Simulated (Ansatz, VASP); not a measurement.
**One calculation of Ga5N4, two programs**

```
CELL_PARAMETERS angstrom
3.18073 0.00000 0.00000
0.00000 3.18073 0.00000
0.00000 0.00000 23.99646
ATOMIC_POSITIONS crystal
Ga 0.50000 0.50000 0.31255
Ga 0.00000 0.00000 0.40627
Ga 0.50000 0.50000 0.50000
Ga 0.00000 0.00000 0.59373
Ga 0.50000 0.50000 0.68745
N 0.50000 0.00000 0.35941
N 0.00000 0.50000 0.45314
N 0.50000 0.00000 0.54686
N 0.00000 0.50000 0.64059
```

Alike in both runs: task single point; functional PBEsol; k mesh 8 × 8 × 1; occupations gaussian, width 0.05 eV; no spin polarisation.

|  | VASP | Ansatz |
| --- | --- | --- |
| version | VASP 6.6.1 | Ansatz 0.2.0 |
| potentials or method | VASP PAW PBE potentials, release 64 (Ga_d, N), cutoff 520 eV | scalar-relativistic, plane waves, PAW |
| valence electrons in the cell | 85 | 85 |

```tsv
	VASP	Ansatz	Ansatz less VASP
gap on the k mesh at the Fermi level (eV)	none	none	-
rms of the force components (eV/Å)	0.300	0.300	+0.0004
```

VASP's potentials were made for PBE, not for PBEsol. A gap of «none» marks a metal or a gap that the smearing closes. Ansatz's warnings: xc potential rough in thin density.
